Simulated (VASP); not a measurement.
# C (Fmmm) in VASP: a series of runs, part 2 of 2

VASP 6.6.1. The steps go on from the part before.

## Step 3: Single point, PBE+D3(BJ)

The input, INCAR:

```
PREC     = Accurate       # precision mode
ENCUT    = 520            # plane-wave cutoff, eV
EDIFF    = 1E-7           # SCF threshold, eV
ISMEAR   = 0              # smearing method
SIGMA    = 0.03           # smearing width, eV
LREAL    = False          # projectors in reciprocal space
LASPH    = True           # aspherical terms in the spheres
NELM     = 100            # most SCF steps
ALGO     = Normal         # electronic algorithm
ISIF     = 2              # what is computed and relaxed
LWAVE    = False          # write WAVECAR
LCHARG   = True           # write CHGCAR
GGA      = PE             # functional
IVDW     = 12             # dispersion correction
LELF     = True           # ELF
LVHAR    = True         
NBANDS   = 11             # bands
```

The input, KPOINTS:

```
Automatic mesh
0
Gamma
  16 16 16
```

The input, POSCAR:

```
C
1.0
    0.0000000000      2.1341012763      3.3978816909
    1.2327815012      0.0000000000      3.3978816909
    1.2327815012      2.1341012763      0.0000000000
C
2
Direct
    0.1666966007      0.8333033993      0.1666966007
    0.8333033993      0.1666966007      0.8333033993
```

Potentials or basis: VASP PAW PBE potentials, release 64 (C).

Command:

```
$ cat potpaw_PBE.64/C/POTCAR > POTCAR
$ mpirun -np 1 vasp_std > vasp.out
```

OUTCAR:

```text
PREC = Accurate
   ENCUT = 520
   EDIFF = 1E-7
   ISMEAR = 0
   LREAL = False
   LASPH = True
   NELM = 100
   ISIF = 2
   GGA = PE
   IVDW = 12
 IVDW          = 12

 ion  position               nearest neighbor table
   1  0.167  0.833  0.167-   2 1.42   2 1.42   2 1.42
   2  0.833  0.167  0.833-   1 1.42   1 1.42   1 1.42

  LATTYP: Found a face centered orthorhombic cell.
 ALAT       =     2.4655630024
 B/A-ratio  =     1.7311269468
 C/A-ratio  =     2.7562724518

  Lattice vectors:

 A1 = (   0.0000000000,   2.1341012763,   3.3978816909)
 A2 = (   1.2327815012,   0.0000000000,   3.3978816909)
 A3 = (   1.2327815012,   2.1341012763,   0.0000000000)

Analysis of symmetry for initial positions (statically):
=====================================================================
 Subroutine PRICEL returns:
 Original cell was already a primitive cell.

 Routine SETGRP: Setting up the symmetry group for a
 face centered orthorhombic supercell.

 Subroutine GETGRP returns: Found  8 space group operations
 (whereof  8 operations were pure point group operations)
 out of a pool of  8 trial point group operations.

The static configuration has the point symmetry D_2h.

Analysis of symmetry for dynamics (positions and initial velocities):
=====================================================================
 Subroutine PRICEL returns:
 Original cell was already a primitive cell.

 Routine SETGRP: Setting up the symmetry group for a
 face centered orthorhombic supercell.

 Subroutine GETGRP returns: Found  8 space group operations
 (whereof  8 operations were pure point group operations)
 out of a pool of  8 trial point group operations.

The dynamic configuration has the point symmetry D_2h.

 Subroutine INISYM returns: Found  8 space group operations
 (whereof  8 operations are pure point group operations),
 and found     1 'primitive' translations

----------------------------------------------------------------------------------------

[... 121 lines left out ...]
   LEPSILON=     F    determine dielectric tensor
   LRPA    =     F    only Hartree local field effects (RPA)
 non-spin polarized calculation
 Gauss-broadening in eV      SIGMA  =   0.03
  energy-cutoff  :      520.00
  volume of cell :       17.88
 maximum number of plane-waves:       499
 NGX is ok and might be reduce to    30
   NGX = 15   NGY = 13   NGZ =  9

 number of electron       8.0000001 magnetization

 Free energy of the ion-electron system (eV)
  ---------------------------------------------------
  ext. energy  EPLUGINS =         0.00000000
  ---------------------------------------------------
  free energy    TOTEN  =       -18.42470556 eV

  energy without entropy =      -18.42470556  energy(sigma->0) =      -18.42470556

 E-fermi :   4.4877     XC(G=0): -10.2335

 val. band max:        4.3475024887   @ k =   0.4375  -0.1875   0.3125
 cond. band min:       4.6151785297   @ k =   0.0000   0.3125   0.3125
 fundamental gap:      0.2676760410
 Fermi energy:         4.4876670326

 k-point     1 :       0.0000    0.0000    0.0000
  band No.  band energies     occupation
      1     -15.0704      2.00000
      2      -2.0480      2.00000
      3       1.5595      2.00000
      4       1.5712      2.00000
      5       8.7537      0.00000
      6      12.9012      0.00000
      7      12.9623      0.00000
      8      15.9686      0.00000
      9      17.1822      0.00000
     10      27.2020      0.00000
     11      29.8164      0.00000
[... 309 lines left out ...]
 k-point    24 :      -0.0625    0.0625    0.0000
  band No.  band energies     occupation
      1     -14.6982      2.00000
      2      -1.6256      2.00000
      3       0.1965      2.00000
      4       0.8590      2.00000
      5       9.2062      0.00000
      6      13.0285      0.00000
      7      14.4196      0.00000
      8      14.6625      0.00000
      9      17.9314      0.00000
     10      27.0714      0.00000
     11      28.3601      0.00000

 [... further k-points ...]

------------------------ aborting loop because EDIFF is reached ----------------------------------------

 Edisp (eV)   -0.30795

 E8    (eV) :    -0.0871

  FORCE on cell =-STRESS in cart. coord.  units (eV):
  Direction    XX          YY          ZZ          XY          YZ          ZX
  --------------------------------------------------------------------------------------
  -------------------------------------------------------------------------------------
  Total       0.08836     0.06086     0.00490     0.00000     0.00000     0.00000
  in kB       7.91822     5.45373     0.43893     0.00000     0.00000     0.00000
  external pressure =        4.60 kB  Pullay stress =        0.00 kB

 VOLUME and BASIS-vectors are now :
 -----------------------------------------------------------------------------
  energy-cutoff  :      520.00
  volume of cell :       17.88
      direct lattice vectors                 reciprocal lattice vectors
     0.000000000  2.134101276  3.397881691    -0.405586878  0.234290662  0.147150503
     1.232781501  0.000000000  3.397881691     0.405586878 -0.234290662  0.147150503
     1.232781501  2.134101276  0.000000000     0.405586878  0.234290662 -0.147150503

 POSITION                                       TOTAL-FORCE (eV/Angst)
 -----------------------------------------------------------------------------------
      1.23278      0.71149      3.39788         0.000000     -0.021131      0.000000
      1.23278      3.55671      3.39788         0.000000      0.021131      0.000000
 -----------------------------------------------------------------------------------
    total drift:                                0.000000      0.000000     -0.000000

  FREE ENERGIE OF THE ION-ELECTRON SYSTEM (eV)
  ---------------------------------------------------
  free  energy   TOTEN  =       -18.7326550146 eV

  energy  without entropy=      -18.7326550146  energy(sigma->0) =      -18.73265501
```

OSZICAR:

```text
N       E                     dE             d eps       ncg     rms          rms(c)
DAV:   1     0.546824232236E+00    0.54682E+00   -0.40913E+03 13876   0.645E+02
DAV:   2    -0.191671861181E+02   -0.19714E+02   -0.18951E+02 17980   0.119E+02
DAV:   3    -0.196119203140E+02   -0.44473E+00   -0.44387E+00 17177   0.145E+01
DAV:   4    -0.196135742821E+02   -0.16540E-02   -0.16538E-02 15911   0.109E+00
DAV:   5    -0.196135807723E+02   -0.64902E-05   -0.64901E-05 17469   0.629E-02    0.632E+00
DAV:   6    -0.187090475918E+02    0.90453E+00   -0.77225E-01 15636   0.506E+00    0.368E+00
DAV:   7    -0.184212309235E+02    0.28782E+00   -0.87567E-01 16184   0.544E+00    0.103E+00
DAV:   8    -0.184248272998E+02   -0.35964E-02   -0.19096E-02 15270   0.883E-01    0.114E-01
DAV:   9    -0.184246265405E+02    0.20076E-03   -0.55651E-04 16736   0.148E-01    0.527E-02
DAV:  10    -0.184247059542E+02   -0.79414E-04   -0.14205E-04 15393   0.819E-02    0.274E-02
DAV:  11    -0.184247053005E+02    0.65374E-06   -0.68563E-06 16766   0.149E-02    0.609E-03
DAV:  12    -0.184247055912E+02   -0.29075E-06   -0.69809E-07 15335   0.599E-03    0.683E-04
DAV:  13    -0.184247055631E+02    0.28158E-07   -0.35248E-08 16779   0.123E-03
   1 F= -.18732655E+02 E0= -.18732655E+02  d E =-.128799E-12
```

stdout:

```text
POSCAR found type information on POSCAR C
 POSCAR found :  1 types and       2 ions
 scaLAPACK will be used
 LDA part: xc-table for (Slater+PW92), standard interpolation
 POSCAR, INCAR and KPOINTS ok, starting setup
 FFT: planning ... GRIDC
 FFT: planning ... GRID_SOFT
 FFT: planning ... GRID
 WAVECAR not read
 entering main loop
```

It took 76 s on 1 thread of Intel Xeon Platinum 8488C (Sapphire Rapids), shared host; peak memory 0.23 GiB.

What came out:

| Quantity | Value |
| --- | --- |
| Free energy | -18.7327 eV |
| Pressure | 0.5 GPa |
| Largest force | 0.021 eV/Å |
| Dispersion energy per atom | -0.154 eV |

Forces in eV/Å, atoms in the order of the input:
```
C    0.000 -0.021  0.000
C    0.000  0.021  0.000
```

Stress tensor (GPa, compression positive):
```
0.79 0.00 0.00
0.00 0.55 0.00
0.00 0.00 0.04
```

## Step 4: Single point, PBE+D3(BJ)

The input, INCAR:

```
SYSTEM = C
ALGO = Normal
EDIFF = 1E-6
ENCUT = 520
GGA = PE
ISIF = 2
ISMEAR = 0
IVDW = 12
LASPH = .TRUE.
LCHARG = .TRUE.
LELF = .TRUE.
LREAL = .FALSE.
LVHAR = .TRUE.
LWAVE = .FALSE.
NBANDS = 11
NELM = 60
PREC = Accurate
SIGMA = 0.02
```

The input, KPOINTS:

```
k-points
0
G
  18 18 18
  0 0 0
```

POSCAR is that of step 3.

Command:

```
$ cat potpaw_PBE.64/C/POTCAR > POTCAR
$ mpirun -np 1 vasp_std > vasp.out
```

Run time: 1.7 min. Hardware: 1 thread of Intel Xeon Platinum 8488C (Sapphire Rapids), shared host; peak memory 0.26 GiB.

Results (log left out):

| Property | Result |
| --- | --- |
| Free energy | -18.7322 eV |
| Pressure | 0.4 GPa |
| Dispersion energy per atom | -0.154 eV |

Forces in eV/Å, atoms in the order of the input:
```
C    0.000 -0.002  0.000
C    0.000  0.002  0.000
```

Stress tensor (GPa, compression positive):
```
 0.69  0.00  0.00
 0.00  0.71  0.00
 0.00  0.00 -0.10
```

## Step 5: Overview

```csv
task,cell,k mesh,cutoff (eV),smearing,pressure (GPa)
relaxation of cell and atoms,"relaxed from a = 4.016, b = 3.618, c = 2.465 Å, angles 80.2, 62.6, 37.2°, 2 atoms",18 × 18 × 18,600,gaussian 0.02 eV,0.0
single point,"a = 4.012, b = 3.615, c = 2.465 Å, angles 80.2, 62.6, 37.2°, 2 atoms",16 × 16 × 16,520,gaussian 0.03 eV,0.5
single point,"a = 4.012, b = 3.615, c = 2.465 Å, angles 80.2, 62.6, 37.2°, 2 atoms",18 × 18 × 18,520,gaussian 0.02 eV,0.4
```

Alike in all rows: level PBE+D3(BJ); potentials or basis VASP PAW PBE potentials, release 64 (C); no spin polarisation.

Total energies depend on the potentials used, so only differences within one code and one set of settings carry meaning.
